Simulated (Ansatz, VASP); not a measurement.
# Two plane-wave programs on CoSn

```xyz
2
Lattice="3.1445 0.0000 0.0000 0.0000 3.1445 0.0000 0.0000 0.0000 3.1445" Properties=species:S:1:pos:R:3 pbc="T T T"
Co    0.0000    0.0000    0.0000
Sn    1.5722    1.5722    1.5722
```

Alike in both runs: functional PBE; k mesh 18 × 18 × 18; occupations gaussian, width 0.1 eV; no spin polarisation.

Ansatz relaxed the structure, and its values are those at the end. VASP's run is a single point on that final structure, the one shown.

```csv
,VASP,Ansatz
version,VASP 6.6.1,Ansatz 0.2.0
potentials or method,"VASP PAW PBE potentials, release 64 (Co, Sn_d), cutoff 520 eV","scalar-relativistic, plane waves, PAW"
valence electrons in the cell,23,31
```

|  | VASP | Ansatz | Ansatz less VASP |
| --- | --- | --- | --- |
| gap on the k mesh at the Fermi level (eV) | none | none | - |
| pressure (GPa) | 0.0 | 0.0 | +0.07 |

A gap of «none» marks a metal or a gap that the smearing closes. VASP's potentials hold 23 valence electrons a cell and Ansatz's 31, so a difference there can come from the potentials and not from the codes.
